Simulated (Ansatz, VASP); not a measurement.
**Two plane-wave programs on LiNbO3**

```
Li Nb O
1.0
     3.95283    0.00000    0.00000
     0.00000    3.95283    0.00000
     0.00000    0.00000    3.95283
Li Nb O
1 1 3
Direct
  0.00000 0.00000 0.00000
  0.50000 0.50000 0.50000
  0.50000 0.50000 0.00000
  0.50000 0.00000 0.50000
  0.00000 0.50000 0.50000
```

Change from the starting cell: hydrostatic strain +0.5%.

Alike in both runs: task single point; functional r2SCAN; k mesh 6 × 6 × 6; no spin polarisation.

|  | VASP | Ansatz |
| --- | --- | --- |
| version | VASP 6.6.1 | Ansatz 0.2.0 |
| potentials or method | VASP PAW PBE potentials, release 64 (Li_sv, Nb_sv, O) | plane waves, PAW |
| plane-wave cutoff (eV) | 520 | 500 |
| occupations | gaussian, width 0.01 eV | fixed |
| valence electrons in the cell | 34 | 34 |

```csv
,VASP,Ansatz,Ansatz less VASP
gap on the k mesh at the Fermi level (eV),2.07,2.09,+0.020
```

VASP's potentials were made for PBE, not for r2SCAN.

Noted on VASP's run: the cutoff is under 1.25 times that of the potentials, so the pressure is a little rough.
